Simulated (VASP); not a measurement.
Wanted: the native input for a VASP 6.6.1 run.

| Quantity | Value |
| --- | --- |
| Task | relaxation of cell and atoms |
| Functional | B3LYP |
| Potentials or basis | VASP PAW PBE potentials, release 64 (Sb) |
| Cutoff | 600 eV |
| k mesh | 4 × 4 × 4 |
| Occupations | fermi-dirac, width 0.05 eV |
| Spin | no spin polarisation |
| Dipole correction | no |
| Grid for exact exchange (PRECFOCK) | Normal |
| Further INCAR settings | ALGO = Normal; EDIFF = 1e-07; IBRION = 2; EDIFFG = -0.01; NSW = 60; ISIF = 3 |

Sb:

```
Sb
1.0
     3.16000    0.00000    0.00000
     0.00000    3.16000    0.00000
     0.00000    0.00000    3.16000
Sb
1
Direct
  0.00000 0.00000 0.00000
```

One way to write it, as run:

POSCAR

```
Sb
1.0
    3.1600000000      0.0000000000      0.0000000000
    0.0000000000      3.1600000000      0.0000000000
    0.0000000000      0.0000000000      3.1600000000
Sb
1
Direct
    0.0000000000      0.0000000000      0.0000000000
```

INCAR.step1

```
ALGO = Normal
EDIFF = 1E-5
ENCUT = 600
GGA = PE
ISMEAR = -1
LASPH = T
LCHARG = F
LREAL = F
LWAVE = T
NBANDS = 8
NELM = 60
PREC = Accurate
SIGMA = 0.05
```

INCAR.step2

```
AEXX = 0.2
AGGAC = 0.81
AGGAX = 0.72
ALDAC = 0.19
ALGO = Normal
EDIFF = 1E-7
EDIFFG = -0.01
ENCUT = 600
GGA = B3
IBRION = 2
ISIF = 3
ISMEAR = -1
ISTART = 1
LASPH = T
LCHARG = F
LHFCALC = T
LREAL = F
LWAVE = F
NELM = 60
NSW = 60
PREC = Accurate
PRECFOCK = Normal
SIGMA = 0.05
```

KPOINTS

```
k-points
0
Gamma
  4 4 4
```

Potentials or basis: VASP PAW PBE potentials, release 64 (Sb).

Command:

```console
$ cat potpaw_PBE.64/Sb/POTCAR > POTCAR
$ cp INCAR.step1 INCAR
$ mpirun -np 1 vasp_std > vasp.out
$ cp INCAR.step2 INCAR
$ mpirun -np 1 vasp_std > vasp.out
```

Results of the run:

| Property | Result |
| --- | --- |
| Relaxed volume | 30.22 Å³/atom |
| Relaxed cell | a = 3.115 Å, b = 3.115 Å, c = 3.115 Å, α = 90.00°, β = 90.00°, γ = 90.00° |
| Space group after relaxing (to 0.05 Å) | Pm-3m (No. 221) |
| Energy gained by relaxing | 9.1 meV/atom |
| Ionic steps | 3 |
| Pressure after relaxing | 0.0 GPa |

Caveat: the k points lie up to 0.50 Å⁻¹ apart in the final cell; the PAW data sets were made with another functional, which shifts forces and pressure a little.

It took 3.3 min on 1 thread of Intel(R) Xeon(R) Platinum 8259CL CPU @ 2.50GHz (Skylake/Cascade Lake), on a shared host, peak memory 0.17 GiB.
